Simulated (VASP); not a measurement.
# Sb (R-3m) in VASP: a series of runs

Aim: see how the results for Sb move with the level of theory and the settings. Levels: revPBE+D4, PBE+D4. Tasks: relaxation of cell and atoms, single point.

Program: VASP 6.6.1. These are calculated values, not measurements. Logs are shortened: lines on timing, memory, paths and dates and some standing lists are left out, and cuts for length are marked.

### Step 1. The cell of the first run

Symmetry: R-3m, No. 166, trigonal system. The conventional cell has a = 4.308 Å, b = 4.308 Å, c = 11.274 Å, α = 90.00°, β = 90.00°, γ = 120.00°. Within 3.8 Å of Sb (site symmetry 3m) lie 6 Sb at 2.91 to 3.35 Å.

### Step 2. Relaxation of cell and atoms, revPBE+D4

Input file INCAR:

```
SYSTEM = Sb
  ALGO = Normal
  EDIFF = 1E-6
  EDIFFG = -0.01
  ENCUT = 600
  GGA = RE
  IBRION = 2
  ISIF = 3
  ISMEAR = -1
  IVDW = 13
  LASPH = .TRUE.
  LCHARG = .FALSE.
  LREAL = .FALSE.
  LWAVE = .FALSE.
  NELM = 60
  NSW = 80
  PREC = Accurate
  SIGMA = 0.05
```

Input file KPOINTS:

```
k-points
0
G
  8 8 8
  0 0 0
```

Input file POSCAR:

```
Sb
1.0
    2.1542000000      1.2437279499      3.7580000000
   -2.1542000000      1.2437279499      3.7580000000
    0.0000000000     -2.4874558998      3.7580000000
Sb
2
Direct
    0.7665100000      0.7665100000      0.7665100000
    0.2334900000      0.2334900000      0.2334900000
```

Potentials or basis: VASP PAW PBE potentials, release 64 (Sb).

Run with:

```sh
$ cat potpaw_PBE.64/Sb/POTCAR > POTCAR
$ mpirun -np 1 vasp_std > vasp.out
```

OUTCAR:

```text
SYSTEM = Sb
   EDIFF = 1E-6
   EDIFFG = -0.01
   ENCUT = 600
   GGA = RE
   IBRION = 2
   ISIF = 3
   ISMEAR = -1
   IVDW = 13
   LASPH = .TRUE.
   LREAL = .FALSE.
   NELM = 60
   NSW = 80
   PREC = Accurate

 ion  position               nearest neighbor table
   1  0.767  0.767  0.767-   2 2.91   2 2.91   2 2.91   2 3.35   2 3.35   2 3.35
   2  0.233  0.233  0.233-   1 2.91   1 2.91   1 2.91   1 3.35   1 3.35   1 3.35

  LATTYP: Found a trigonal (rhomboedric) cell.
 ALAT       =     4.5066618304
 COS(alpha) =     0.5430253624

  Lattice vectors:

 A1 = (   2.1542000000,   1.2437279499,   3.7580000000)
 A2 = (  -2.1542000000,   1.2437279499,   3.7580000000)
 A3 = (   0.0000000000,  -2.4874558998,   3.7580000000)

Analysis of symmetry for initial positions (statically):
=====================================================================
 Subroutine PRICEL returns:
 Original cell was already a primitive cell.

 Routine SETGRP: Setting up the symmetry group for a
 trigonal (rhombohedral) supercell.

 Subroutine GETGRP returns: Found 12 space group operations
 (whereof 12 operations were pure point group operations)
 out of a pool of 12 trial point group operations.

The static configuration has the point symmetry D_3d.

Analysis of symmetry for dynamics (positions and initial velocities):
=====================================================================
 Subroutine PRICEL returns:
 Original cell was already a primitive cell.

 Routine SETGRP: Setting up the symmetry group for a
 trigonal (rhombohedral) supercell.

 Subroutine GETGRP returns: Found 12 space group operations
 (whereof 12 operations were pure point group operations)
 out of a pool of 12 trial point group operations.

The dynamic configuration has the point symmetry D_3d.

 Subroutine INISYM returns: Found 12 space group operations
 (whereof 12 operations are pure point group operations),
 and found     1 'primitive' translations

----------------------------------------------------------------------------------------

                                     Primitive cell

  volume of cell :      60.4115

  direct lattice vectors                    reciprocal lattice vectors
     2.154200000  1.243727950  3.758000000     0.232104726  0.134005726  0.088699663
    -2.154200000  1.243727950  3.758000000    -0.232104726  0.134005726  0.088699663
     0.000000000 -2.487455900  3.758000000     0.000000000 -0.268011452  0.088699663

  length of vectors
     4.506661830  4.506661830  4.506661830     0.282307932  0.282307932  0.282307932
[... 85 lines left out ...]
   IBRION =      2    ionic relax: 0-MD 1-quasi-New 2-CG
   NFREE  =      1    steps in history (QN), initial steepest desc. (CG)
   ISIF   =      3    stress and relaxation
   ISYM   =      2    0-nonsym 1-usesym 2-fastsym
   POTIM  = 0.5000    time-step for ionic-motion
   TEBEG  =    0.0;   TEEND  =   0.0 temperature during run
   PSTRESS=    0.0 pullay stress
   NELECT =      10.0000    total number of electrons
   NUPDOWN=      -1.0000    fix difference up-down
   EMIN   =  10.00;   EMAX   =-10.00  energy-range for DOS
   EFERMI =   0.00;   METHOD = LEGACY
   ISMEAR =    -1;   SIGMA  =   0.05  broadening in eV -4-tet -1-fermi 0-gaus
   EFERMI_NEDOS =   21; number of points for ismear=-14 and -15
   IALGO  =     38    algorithm
   IMIX   =      4    mixing-type and parameters
     AMIX     =   0.40;   BMIX     =  1.00
     AMIX_MAG =   1.60;   BMIX_MAG =  1.00
  volume/ion in A,a.u.               =      30.21       203.84
  Fermi-wavevector in a.u.,A,eV,Ry     =   0.898880  1.698637 10.993305  0.807985
  Thomas-Fermi vector in A             =   2.021644
   LORBIT       =      0    0 simple, 1 ext, 2 COOP (PROOUT), +10 PAW based schemes
   GGA     = RE    functional components
   LHFCALC =     F    Hartree Fock is set to
   AEXX    =    0.0000 exact exchange contribution
   IVDW    =    13    specifies the selected vdW correction
   LEPSILON=     F    determine dielectric tensor
   LRPA    =     F    only Hartree local field effects (RPA)
 conjugate gradient relaxation of ions
 non-spin polarized calculation
  energy-cutoff  :      600.00
  volume of cell :       60.41
 maximum number of plane-waves:      2032
   NGX = 17   NGY = 17   NGZ = 17

--------------------------------------- Ionic step        1  -------------------------------------------

 number of electron      10.0000000 magnetization

 Free energy of the ion-electron system (eV)
  ---------------------------------------------------
  ext. energy  EPLUGINS =         0.00000000
  ---------------------------------------------------
  free energy    TOTEN  =        -7.61575016 eV

  energy without entropy =       -7.61281043  energy(sigma->0) =       -7.61428029

------------------------ aborting loop because EDIFF is reached ----------------------------------------

  DFT-D4 for vdW energy calculation

  Edisp (eV):   -1.61757
[... 105 lines left out ...]
  FREE ENERGIE OF THE ION-ELECTRON SYSTEM (eV)
  ---------------------------------------------------
  free  energy   TOTEN  =        -9.2438577455 eV

  energy  without entropy=       -9.2407187461  energy(sigma->0) =       -9.24228825

[... ionic steps 4 to 8 ...]

--------------------------------------- Ionic step        9  -------------------------------------------

 number of electron      10.0000000 magnetization

------------------------ aborting loop because EDIFF is reached ----------------------------------------
[... 75 lines left out ...]
--------------------------------------- Ionic step       11  -------------------------------------------

 number of electron      10.0000000 magnetization

 Free energy of the ion-electron system (eV)
  ---------------------------------------------------
  ext. energy  EPLUGINS =         0.00000000
  ---------------------------------------------------
  free energy    TOTEN  =        -7.57566845 eV

  energy without entropy =       -7.57232955  energy(sigma->0) =       -7.57399900

 E-fermi :   7.7715     XC(G=0):  -9.6467

 val. band max:        7.6373936745   @ k =   0.5000  -0.0000   0.0000
 cond. band min:       7.7807578659   @ k =   0.3750   0.2500   0.2500
 fundamental gap:      0.1433641914
 Fermi energy:         7.7714556265

 k-point     1 :       0.0000    0.0000    0.0000
  band No.  band energies     occupation
      1      -5.1241      2.00000
      2       3.2001      2.00000
      3       5.7606      2.00000
      4       5.8645      2.00000
      5       5.8645      2.00000
      6      10.2285      0.00000
      7      10.6563      0.00000
      8      10.6563      0.00000
      9      12.5896      0.00000
[... 265 lines left out ...]
 k-point    24 :       0.3750    0.1250    0.1250
  band No.  band energies     occupation
      1      -4.0634      2.00000
      2       0.1674      2.00000
      3       4.4127      2.00000
      4       6.4087      2.00000
      5       7.8196      0.55267
      6       8.0315      0.01096
      7       8.0888      0.00350
      8      10.9946      0.00000
      9      12.7018      0.00000

 [... further k-points ...]

------------------------ aborting loop because EDIFF is reached ----------------------------------------

  DFT-D4 for vdW energy calculation

  Edisp (eV):   -1.67452
[... 25 lines left out ...]
  FREE ENERGIE OF THE ION-ELECTRON SYSTEM (eV)
  ---------------------------------------------------
  free  energy   TOTEN  =        -9.2501931083 eV

  energy  without entropy=       -9.2468542120  energy(sigma->0) =       -9.24852366

 reached required accuracy - stopping structural energy minimisation
```

Run time: 96 s. Hardware: 1 thread of Intel Xeon Platinum 8488C (Sapphire Rapids), shared host; peak memory 0.22 GiB.

Results:

| Property | Result |
| --- | --- |
| Free energy | -9.2502 eV |
| Relaxed volume | 29.19 Å³/atom |
| Relaxed cell | a = 4.402 Å, b = 4.402 Å, c = 4.402 Å, α = 58.59°, β = 58.59°, γ = 58.59° |
| Space group after relaxing (to 0.05 Å) | R-3m (No. 166) |
| Energy gained by relaxing | 8.4 meV/atom |
| Ionic steps | 11 |
| Pressure after relaxing | 0.0 GPa |
| Largest force after relaxing | 0.007 eV/Å |
| Band gap on the k mesh | zero (band 5 reaches 7.82 eV, above the bottom of band 6 at 7.57 eV) |
| Dispersion energy per atom | -0.837 eV |

Forces in eV/Å, atoms in the order of the input:
```
Sb   0.000  0.000  0.007
Sb   0.000  0.000 -0.007
```

The path:
| step | energy change (eV) | largest force (eV/Å) | pressure (GPa) | volume (Å³) |
| --- | --- | --- | --- | --- |
| 1 | 0.0000 | 0.2190 | -0.64 | 60.41 |
| 2 | -0.0077 | 0.2098 | 0.03 | 59.35 |
| 3 | -0.0105 | 0.1990 | 0.77 | 58.34 |
| 4 | -0.0149 | 0.0906 | 0.37 | 58.40 |
| 5 | -0.0166 | 0.0166 | -0.05 | 58.46 |
| 6 | -0.0166 | 0.0208 | -0.07 | 58.47 |
| 7 | -0.0168 | 0.0160 | -0.02 | 58.40 |
| 8 | -0.0168 | 0.0082 | 0.07 | 58.29 |
| 9 | -0.0169 | 0.0110 | -0.01 | 58.37 |
| 10 | -0.0169 | 0.0113 | -0.01 | 58.38 |
| 11 | -0.0169 | 0.0071 | 0.00 | 58.38 |

Final structure:
```
Sb
1.0
     2.15405    1.24364    3.63193
    -2.15405    1.24364    3.63193
     0.00000   -2.48728    3.63193
Sb
2
Direct
  0.76253 0.76253 0.76253
  0.23747 0.23747 0.23747
```

Levels at points of the mesh, in eV from the Fermi level:
| k point | band 1 | band 2 | band 3 | band 4 | band 5 | band 6 | band 7 | band 8 | band 9 |
| --- | --- | --- | --- | --- | --- | --- | --- | --- | --- |
| (0.00, 0.00, 0.00) | -12.90 | -4.57 | -2.01 | -1.91 | -1.91 | 2.46 | 2.88 | 2.88 | 4.82 |
| (0.50, 0.00, 0.00) | -10.40 | -9.85 | -1.74 | -1.54 | -0.40 | -0.13 | 0.12 | 0.23 | 8.03 |
| (0.50, 0.50, 0.00) | -10.40 | -7.86 | -5.76 | -3.89 | -3.86 | 1.59 | 5.17 | 5.50 | 7.33 |
| (0.50, 0.50, 0.50) | -10.99 | -9.33 | -1.29 | -1.29 | -0.41 | -0.20 | -0.20 | 0.85 | 7.51 |

Caveat: the PAW data sets were made with another functional, which shifts forces and pressure a little; spin-orbit coupling is left out, which moves the levels of the heavy elements; pairwise dispersion overbinds metals, which lowers pressure and volume.

### Step 3. Single point, PBE+D4

This run uses another cell than the first one, of 29.78 Å³/atom, 0.986 times its volume.

Input file INCAR:

```
ALGO = Normal
EDIFF = 1E-6
ENCUT = 520
GGA = PE
ISIF = 2
ISMEAR = -1
IVDW = 13
LASPH = T
LCHARG = F
LREAL = F
LWAVE = F
NBANDS = 12
NELM = 100
PREC = Accurate
SIGMA = 0.05
```

Input file KPOINTS:

```
k-points
0
Gamma
  8 8 8
```

Input file POSCAR:

```
Sb
1.0
    2.1629423194      1.2487753303      3.6751251210
   -2.1629423194      1.2487753303      3.6751251210
    0.0000000000     -2.4975506607      3.6751251210
Sb
2
Direct
    0.7641725103      0.7641725103      0.7641725103
    0.2358274897      0.2358274897      0.2358274897
```

Potentials or basis: VASP PAW PBE potentials, release 64 (Sb).

Run with:

```sh
$ cat potpaw_PBE.64/Sb/POTCAR > POTCAR
$ mpirun -np 1 vasp_std > vasp.out
```

OUTCAR:

```text
EDIFF = 1E-6
   ENCUT = 520
   GGA = PE
   ISIF = 2
   ISMEAR = -1
   IVDW = 13
   LASPH = T
   LREAL = F
   NELM = 100
   PREC = Accurate

 ion  position               nearest neighbor table
   1  0.764  0.764  0.764-   2 2.93   2 2.93   2 2.93   2 3.30   2 3.30   2 3.30
   2  0.236  0.236  0.236-   1 2.93   1 2.93   1 2.93   1 3.30   1 3.30   1 3.30

  LATTYP: Found a trigonal (rhomboedric) cell.
 ALAT       =     4.4434563076
 COS(alpha) =     0.5261094555

  Lattice vectors:

 A1 = (   2.1629423194,   1.2487753303,   3.6751251210)
 A2 = (  -2.1629423194,   1.2487753303,   3.6751251210)
 A3 = (   0.0000000000,  -2.4975506607,   3.6751251210)

Analysis of symmetry for initial positions (statically):
=====================================================================
 Subroutine PRICEL returns:
 Original cell was already a primitive cell.

 Routine SETGRP: Setting up the symmetry group for a
 trigonal (rhombohedral) supercell.

 Subroutine GETGRP returns: Found 12 space group operations
 (whereof 12 operations were pure point group operations)
 out of a pool of 12 trial point group operations.
[... 175 lines left out ...]
      4       5.5795      2.00000
      5       5.5795      2.00000
      6       9.7412      0.00000
      7      10.2445      0.00000
      8      10.2445      0.00000
      9      12.3614      0.00000
     10      12.3614      0.00000
     11      12.5501      0.00000
     12      14.0254      0.00000
[... 331 lines left out ...]
 k-point    24 :       0.3750    0.1250    0.1250
  band No.  band energies     occupation
      1      -4.2988      2.00000
      2      -0.1338      2.00000
      3       4.1308      2.00000
      4       6.0194      2.00000
      5       7.4902      0.71348
      6       7.6608      0.03594
      7       7.8997      0.00031
      8      10.5952      0.00000
      9      12.3806      0.00000
     10      13.2880      0.00000
     11      14.9233      0.00000
     12      16.3105      0.00000

 [... further k-points ...]

------------------------ aborting loop because EDIFF is reached ----------------------------------------

  DFT-D4 for vdW energy calculation

  Edisp (eV):   -1.03481

  FORCE on cell =-STRESS in cart. coord.  units (eV):
  Direction    XX          YY          ZZ          XY          YZ          ZX
  --------------------------------------------------------------------------------------
  -------------------------------------------------------------------------------------
  Total       0.02535     0.02535     0.02917     0.00000    -0.00000     0.00000
  in kB       0.68184     0.68184     0.78462     0.00000    -0.00000     0.00000
  external pressure =        0.72 kB  Pullay stress =        0.00 kB

 VOLUME and BASIS-vectors are now :
 -----------------------------------------------------------------------------
  energy-cutoff  :      520.00
  volume of cell :       59.56
      direct lattice vectors                 reciprocal lattice vectors
     2.162942319  1.248775330  3.675125121     0.231166590  0.133464093  0.090699860
    -2.162942319  1.248775330  3.675125121    -0.231166590  0.133464093  0.090699860
     0.000000000 -2.497550661  3.675125121     0.000000000 -0.266928186  0.090699860

 POSITION                                       TOTAL-FORCE (eV/Angst)
 -----------------------------------------------------------------------------------
      0.00000     -0.00000      8.42529         0.000000      0.000000     -0.039670
      0.00000     -0.00000      2.60009         0.000000     -0.000000      0.039670
 -----------------------------------------------------------------------------------
    total drift:                                0.000000      0.000000     -0.000000

  FREE ENERGIE OF THE ION-ELECTRON SYSTEM (eV)
  ---------------------------------------------------
  free  energy   TOTEN  =        -9.2862617085 eV

  energy  without entropy=       -9.2835223192  energy(sigma->0) =       -9.28489201
```

stdout:

```text
POSCAR found type information on POSCAR Sb
 POSCAR found :  1 types and       2 ions
 scaLAPACK will be used
 LDA part: xc-table for (Slater+PW92), standard interpolation
 POSCAR, INCAR and KPOINTS ok, starting setup
 FFT: planning ... GRIDC
 FFT: planning ... GRID_SOFT
 FFT: planning ... GRID
 WAVECAR not read
 entering main loop
```

It took 29 s on 1 thread of Intel Xeon 6975P-C, shared host; peak memory 0.22 GiB.

Results:

```yaml
Free_energy: -9.2863 eV
Pressure: 0.1 GPa
Largest_force: 0.040 eV/Å
Band_gap_on_the_k_mesh: zero (band 5 reaches 7.49 eV, above the bottom of band 6 at 7.26 eV)
Dispersion_energy_per_atom: -0.517 eV
```

Forces in eV/Å, atoms in the order of the input:
```
Sb   0.000  0.000 -0.040
Sb   0.000  0.000  0.040
```

Levels at points of the mesh, in eV from the Fermi level:
```tsv
k point	band 3	band 4	band 5	band 6	band 7	band 8
(0.00, 0.00, 0.00)	-1.99	-1.88	-1.88	2.28	2.78	2.78
(0.50, 0.00, 0.00)	-1.82	-1.62	-0.35	-0.20	0.22	0.26
(0.50, 0.50, 0.00)	-5.61	-3.80	-3.78	1.57	5.04	5.45
(0.50, 0.50, 0.50)	-1.33	-1.33	-0.51	-0.09	-0.09	0.91
```

Caveat: spin-orbit coupling is left out, which moves the levels of the heavy elements; pairwise dispersion overbinds metals, which lowers pressure and volume.
